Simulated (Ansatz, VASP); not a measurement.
# One calculation of TiAl, two programs

```
CELL_PARAMETERS angstrom
3.27177 0.00000 0.00000
0.00000 3.27177 0.00000
0.00000 0.00000 3.27177
ATOMIC_POSITIONS crystal
Ti 0.00000 0.00000 0.00000
Al 0.50000 0.50000 0.50000
```

Alike in both runs: task single point; functional PBE; k mesh 14 × 14 × 14; occupations gaussian, width 0.1 eV; no spin polarisation.

|  | VASP | Ansatz |
| --- | --- | --- |
| version | VASP 6.6.1 | Ansatz 0.2.0 |
| potentials or method | VASP PAW PBE potentials, release 64 (Ti_sv, Al), cutoff 520 eV | scalar-relativistic, plane waves, PAW |
| valence electrons in the cell | 15 | 15 |

|  | VASP | Ansatz | Ansatz less VASP |
| --- | --- | --- | --- |
| gap on the k mesh at the Fermi level (eV) | none | none | - |
| pressure (GPa) | -7.5 | -7.5 | +0.01 |

A gap of «none» marks a metal or a gap that the smearing closes. With one functional, cell and mesh, what is left measures potentials, basis and numerics.
